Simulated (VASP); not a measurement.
Input of a VASP 6.6.1 run:

File INCAR:

```
SYSTEM = Si4O
PREC = Accurate
ENCUT = 520
EDIFF = 1E-6
ISMEAR = 0
SIGMA = 0.1
LREAL = .FALSE.
LASPH = .TRUE.
NELM = 80
ALGO = Normal
ISIF = 2
LWAVE = .FALSE.
LCHARG = .FALSE.
GGA = PE
NBANDS = 19
```

KPOINTS

```
regular mesh
0
G
  10 10 10
  0 0 0
```

POSCAR

```
Si4O
1.0
    4.1751014904      0.0000000000      0.0000000000
    0.0000000000      4.1751014904      0.0000000000
    0.0000000000      0.0000000000      4.1751014904
Si O
4 1
Direct
    0.0000000000      0.0000000000      0.0000000000
    0.5000000000      0.5000000000      0.0000000000
    0.5000000000      0.0000000000      0.5000000000
    0.0000000000      0.5000000000      0.5000000000
    0.5000000000      0.5000000000      0.5000000000
```

Potentials or basis: VASP PAW PBE potentials, release 64 (Si, O).

Run with:

```bash
$ cat potpaw_PBE.64/Si/POTCAR potpaw_PBE.64/O/POTCAR > POTCAR
$ mpirun -np 1 vasp_std > vasp.out
```

Task: Estimate the band gap on the k mesh.

Result: Zero (bands 11 and 12 overlap by 1.08 eV).

Task: What does it give for the pressure?

Result: 0.1 GPa.
